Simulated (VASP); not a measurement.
Set up this calculation in VASP 6.6.1, as the native input.

```
Task                   : single point
Functional             : r2SCAN
Potentials or basis    : VASP PAW PBE potentials, release 64 (Ir_sv_GW)
Cutoff                 : 620 eV
k mesh                 : 8 × 8 × 8
Occupations            : gaussian, width 0.1 eV
Spin                   : no spin polarisation
Dipole correction      : no
Further INCAR settings : ALGO = Normal; EDIFF = 1e-06; NBANDS = 14
```

Ir:

```
Ir
1.0
     0.00000    1.92471    1.92471
     1.92471    0.00000    1.92471
     1.92471    1.92471    0.00000
Ir
1
Direct
  0.00000 0.00000 0.00000
```

These files were run (other wordings do the same):

POSCAR

```
Ir
1.0
    0.0000000000      1.9247066641      1.9247066641
    1.9247066641      0.0000000000      1.9247066641
    1.9247066641      1.9247066641      0.0000000000
Ir
1
Direct
    0.0000000000      0.0000000000      0.0000000000
```

INCAR.step1

```
SYSTEM = Ir
ALGO     = Normal         ! electronic algorithm
EDIFF    = 1E-5           ! SCF threshold, eV
ENCUT    = 620            ! plane-wave cutoff, eV
GGA      = PE             ! functional
GGA_COMPAT= .FALSE.      
ISMEAR   = 0              ! smearing method
LASPH    = .TRUE.         ! aspherical terms in the spheres
LCHARG   = .FALSE.        ! write CHGCAR
LREAL    = .FALSE.        ! projectors in reciprocal space
LWAVE    = .TRUE.         ! write WAVECAR
NBANDS   = 14             ! bands
NELM     = 120            ! most SCF steps
PREC     = Accurate       ! precision mode
SIGMA    = 0.1            ! smearing width, eV
```

INCAR.step2

```
SYSTEM = Ir
ALGO     = Normal         ! electronic algorithm
EDIFF    = 1E-6           ! SCF threshold, eV
ENCUT    = 620            ! plane-wave cutoff, eV
GGA_COMPAT= .FALSE.      
ISIF     = 2              ! what is computed and relaxed
ISMEAR   = 0              ! smearing method
ISTART   = 1            
LASPH    = .TRUE.         ! aspherical terms in the spheres
LCHARG   = .TRUE.         ! write CHGCAR
LELF     = .TRUE.         ! ELF
LMIXTAU  = .TRUE.       
LREAL    = .FALSE.        ! projectors in reciprocal space
LVHAR    = .TRUE.       
LWAVE    = .FALSE.        ! write WAVECAR
METAGGA  = R2SCAN         ! meta-GGA
NBANDS   = 14             ! bands
NELM     = 120            ! most SCF steps
PREC     = Accurate       ! precision mode
SIGMA    = 0.1            ! smearing width, eV
```

KPOINTS

```
k-points
0
G
  8 8 8
  0 0 0
```

Potentials or basis: VASP PAW PBE potentials, release 64 (Ir_sv_GW).

The run is started by

```bash
$ cat potpaw_PBE.64/Ir_sv_GW/POTCAR > POTCAR
$ cp INCAR.step1 INCAR
$ mpirun -np 1 vasp_std > vasp.out
$ cp INCAR.step2 INCAR
$ mpirun -np 1 vasp_std > vasp.out
```

Results of the run:

```yaml
Pressure: -1.1 GPa
Band_gap_on_the_k_mesh: zero (an odd number of electrons rules out a gap without spin polarisation)
```

Caveat: the PAW data sets were made with another functional, which shifts forces and pressure a little; spin-orbit coupling is left out, which moves the levels of the heavy elements.

It took 25 s on 1 thread of Intel(R) Xeon(R) Platinum 8259CL CPU @ 2.50GHz (Skylake/Cascade Lake), on a shared host, peak memory 0.15 GiB.
